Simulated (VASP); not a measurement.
# Ta (Im-3m) in VASP: single point with PBE

Aim: the single point of Ta with PBE.

All numbers are computed with VASP 6.6.1; they aren't measurements. Logs are shortened: lines on timing, memory, paths and dates and some standing lists are left out, and cuts for length are marked.

## 1. The cell of the first run

Symmetry: Im-3m, No. 229, cubic system. Conventional cell: a = 3.335 Å, b = 3.335 Å, c = 3.335 Å, α = 90.00°, β = 90.00°, γ = 90.00°. Ta (site symmetry m-3m) has 14 Ta at 2.89 to 3.34 Å within 3.8 Å.

## 2. Single point, PBE

Input file POSCAR:

```
Ta
1.0
   -1.6675740000      1.6675740000      1.6675740000
    1.6675740000     -1.6675740000      1.6675740000
    1.6675740000      1.6675740000     -1.6675740000
Ta
1
Direct
    0.0000000000      0.0000000000      0.0000000000
```

Input file INCAR.step1:

```
SYSTEM = Ta
ALGO = Normal ; EDIFF = 1E-6
ENCUT = 400 ; GGA = PE
GGA_COMPAT = .FALSE. ; ISIF = 2
ISMEAR = -1 ; LASPH = .TRUE.
LCHARG = .TRUE. ; LMAXMIX = 4
LORBIT = 11 ; LREAL = .FALSE.
LWAVE = .FALSE. ; NBANDS = 12
NEDOS = 2001 ; NELM = 120
PREC = Accurate ; SIGMA = 0.1
```

Input file KPOINTS.step1:

```
k-points
0
G
  14 14 14
  0 0 0
```

Input file INCAR.step2:

```
SYSTEM = Ta
ALGO = Normal ; EDIFF = 1E-6
ENCUT = 400 ; GGA = PE
GGA_COMPAT = .FALSE. ; ICHARG = 11
ISIF = 2 ; ISMEAR = -5
LASPH = .TRUE. ; LCHARG = .FALSE.
LMAXMIX = 4 ; LORBIT = 11
LREAL = .FALSE. ; LWAVE = .FALSE.
NEDOS = 2001 ; NELM = 120
PREC = Accurate ; SIGMA = 0.1
```

Input file KPOINTS.step2:

```
k-points
0
G
  21 21 21
  0 0 0
```

Potentials or basis: VASP PAW PBE potentials, release 64 (Ta_pv).

Launch:

```console
$ cat potpaw_PBE.64/Ta_pv/POTCAR > POTCAR
$ cp INCAR.step1 INCAR
$ cp KPOINTS.step1 KPOINTS
$ mpirun -np 1 vasp_std > vasp.out
$ cp INCAR.step2 INCAR
$ cp KPOINTS.step2 KPOINTS
$ mpirun -np 1 vasp_std > vasp.out
```

OUTCAR:

```text
SYSTEM = Ta
   EDIFF = 1E-6
   ENCUT = 400
   GGA = PE
   ICHARG = 11
   ISIF = 2
   ISMEAR = -5
   LASPH = .TRUE.
   LORBIT = 11
   LREAL = .FALSE.
   NELM = 120
   PREC = Accurate

 ion  position               nearest neighbor table
   1  0.000  0.000  0.000-

  LATTYP: Found a body centered cubic cell.
 ALAT       =     3.3351480000

  Lattice vectors:

 A1 = (  -1.6675740000,   1.6675740000,   1.6675740000)
 A2 = (   1.6675740000,  -1.6675740000,   1.6675740000)
 A3 = (   1.6675740000,   1.6675740000,  -1.6675740000)

Analysis of symmetry for initial positions (statically):
=====================================================================
 Subroutine PRICEL returns:
 Original cell was already a primitive cell.

 Routine SETGRP: Setting up the symmetry group for a
 body centered cubic supercell.

 Subroutine GETGRP returns: Found 48 space group operations
 (whereof 48 operations were pure point group operations)
 out of a pool of 48 trial point group operations.

The static configuration has the point symmetry O_h .

Analysis of symmetry for dynamics (positions and initial velocities):
=====================================================================
 Subroutine PRICEL returns:
 Original cell was already a primitive cell.

 Routine SETGRP: Setting up the symmetry group for a
 body centered cubic supercell.

 Subroutine GETGRP returns: Found 48 space group operations
 (whereof 48 operations were pure point group operations)
 out of a pool of 48 trial point group operations.

The dynamic configuration has the point symmetry O_h .

 Subroutine INISYM returns: Found 48 space group operations
 (whereof 48 operations are pure point group operations),
 and found     1 'primitive' translations

----------------------------------------------------------------------------------------

                                     Primitive cell

  volume of cell :      18.5488

  direct lattice vectors                    reciprocal lattice vectors
    -1.667574000  1.667574000  1.667574000     0.000000000  0.299836769  0.299836769
     1.667574000 -1.667574000  1.667574000     0.299836769  0.000000000  0.299836769
     1.667574000  1.667574000 -1.667574000     0.299836769  0.299836769  0.000000000

  length of vectors
     2.888322893  2.888322893  2.888322893     0.424033225  0.424033225  0.424033225
[... 85 lines left out ...]
   IBRION =     -1    ionic relax: 0-MD 1-quasi-New 2-CG
   NFREE  =      0    steps in history (QN), initial steepest desc. (CG)
   ISIF   =      2    stress and relaxation
   ISYM   =      2    0-nonsym 1-usesym 2-fastsym
   POTIM  = 0.5000    time-step for ionic-motion
   TEBEG  =    0.0;   TEEND  =   0.0 temperature during run
   PSTRESS=    0.0 pullay stress
   NELECT =      11.0000    total number of electrons
   NUPDOWN=      -1.0000    fix difference up-down
   EMIN   =  10.00;   EMAX   =-10.00  energy-range for DOS
   EFERMI =   0.00;   METHOD = LEGACY
   ISMEAR =    -5;   SIGMA  =   0.10  broadening in eV -4-tet -1-fermi 0-gaus
   EFERMI_NEDOS =   21; number of points for ismear=-14 and -15
   IALGO  =     38    algorithm
   IMIX   =      4    mixing-type and parameters
     AMIX     =   0.40;   BMIX     =  1.00
     AMIX_MAG =   1.60;   BMIX_MAG =  1.00
  volume/ion in A,a.u.               =      18.55       125.17
  Fermi-wavevector in a.u.,A,eV,Ry     =   1.375416  2.599159 25.739067  1.891768
  Thomas-Fermi vector in A             =   2.500753
   LORBIT       =     11    0 simple, 1 ext, 2 COOP (PROOUT), +10 PAW based schemes
   GGA     = PE    functional components
   LHFCALC =     F    Hartree Fock is set to
   AEXX    =    0.0000 exact exchange contribution
   IVDW    =     0    specifies the selected vdW correction
   LEPSILON=     F    determine dielectric tensor
   LRPA    =     F    only Hartree local field effects (RPA)
 non-spin polarized calculation
 Fermi weights with tetrahedron method with Bloechl corrections
  energy-cutoff  :      400.00
  volume of cell :       18.55
 maximum number of plane-waves:       370

 number of electron      10.9999998 magnetization

 Free energy of the ion-electron system (eV)
  ---------------------------------------------------
  ext. energy  EPLUGINS =         0.00000000
  ---------------------------------------------------
  free energy    TOTEN  =       -11.81006398 eV

  energy without entropy =      -11.81006398  energy(sigma->0) =      -11.81006398

 E-fermi :   5.2394     XC(G=0): -12.4684

 val. band max:        5.2537037495   @ k =  -0.2381   0.3333   0.0952
 cond. band min:       5.2422358298   @ k =   0.1429   0.0476   0.0476
 fundamental gap:     -0.0114679197
 Fermi energy:         5.2393585864

 k-point     1 :       0.0000    0.0000    0.0000
  band No.  band energies     occupation
      1     -27.9346      2.00000
      2     -27.9346      2.00000
      3     -27.9346      2.00000
      4      -2.5520      2.00000
      5       5.9854      0.00000
      6       5.9854      0.00000
      7       5.9854      0.00000
      8       9.1554      0.00000
      9       9.1554      0.00000
[... 265 lines left out ...]
 k-point    24 :       0.1905    0.0952    0.0000
  band No.  band energies     occupation
      1     -28.4809      2.00000
      2     -28.0983      2.00000
      3     -27.9698      2.00000
      4      -0.2295      2.00000
      5       4.8091      2.01746
      6       5.0075      2.11629
      7       8.2579      0.00000
      8       8.6566      0.00000
      9       9.5701      0.00000

 [... further k-points ...]

------------------------ aborting loop because EDIFF is reached ----------------------------------------

  FORCE on cell =-STRESS in cart. coord.  units (eV):
  Direction    XX          YY          ZZ          XY          YZ          ZX
  --------------------------------------------------------------------------------------
  -------------------------------------------------------------------------------------
  Total       -0.3400795     -0.3400795     -0.3400795      0.0000000      0.0000000      0.0000000
  in kB      -29.3748504    -29.3748504    -29.3748504      0.0000000      0.0000000      0.0000000
  external PRESSURE =     -29.3748504 kB  Pullay stress =       0.0000000 kB

 VOLUME and BASIS-vectors are now :
 -----------------------------------------------------------------------------
  energy-cutoff  :      400.00
  volume of cell :       18.55
      direct lattice vectors                 reciprocal lattice vectors
    -1.667574000  1.667574000  1.667574000     0.000000000  0.299836769  0.299836769
     1.667574000 -1.667574000  1.667574000     0.299836769  0.000000000  0.299836769
     1.667574000  1.667574000 -1.667574000     0.299836769  0.299836769  0.000000000

 POSITION                                       TOTAL-FORCE (eV/Angst)
 -----------------------------------------------------------------------------------
      0.00000      0.00000      0.00000        -0.000000     -0.000000      0.000000
 -----------------------------------------------------------------------------------
    total drift:                                0.000000      0.000000     -0.000000

  FREE ENERGIE OF THE ION-ELECTRON SYSTEM (eV)
  ---------------------------------------------------
  free  energy   TOTEN  =       -11.8100639758 eV

  energy  without entropy=      -11.8100639758  energy(sigma->0) =      -11.81006398

 total charge

# of ion       s       p       d       tot
------------------------------------------
    1        0.365   6.164   2.349   8.878
```

Run time: 32 s. Hardware: 1 thread of Intel Xeon 8259CL, shared host; peak memory 0.17 GiB.

What came out:

| Quantity | Value |
| --- | --- |
| Valence electrons inside the program's atomic spheres | Ta 8.88 |

Caveat: spin-orbit coupling is left out, which moves the levels of the heavy elements.
